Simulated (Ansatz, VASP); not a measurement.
**ZnO: VASP beside Ansatz**

```xyz
4
Lattice="3.2353 0.0000 0.0000 -1.6176 2.8018 0.0000 0.0000 0.0000 5.2113" Properties=species:S:1:pos:R:3 pbc="T T T"
Zn    0.0000    1.8679   -0.1820
Zn    1.6176    0.9339    2.4236
O     0.0000    1.8679    2.1728
O     1.6176    0.9339    4.7784
```

Change from the starting cell: polar distortion scaled by 0.40.

Alike in both runs: task single point; functional r2SCAN; k mesh 9 × 9 × 6; no spin polarisation.

|  | VASP | Ansatz |
| --- | --- | --- |
| version | VASP 6.6.1 | Ansatz 0.2.0 |
| potentials or method | VASP PAW PBE potentials, release 64 (Zn, O), cutoff 520 eV | scalar-relativistic, plane waves, PAW |
| occupations | gaussian, width 0.01 eV | fixed |
| valence electrons in the cell | 36 | 36 |

```csv
,VASP,Ansatz,Ansatz less VASP
gap on the k mesh at the Fermi level (eV),1.29,1.28,-0.013
least direct gap on the mesh (eV),1.29,1.28,-0.013
pressure (GPa),6.5,5.2,-1.31
"traceless stress, the component that is largest in VASP (GPa)",-11.77,-10.63,+1.136
rms of the force components (eV/Å),0.339,0.320,-0.0188
```

VASP's potentials were made for PBE, not for r2SCAN. Atom by atom the forces differ by 0.019 eV/Å (rms over components).
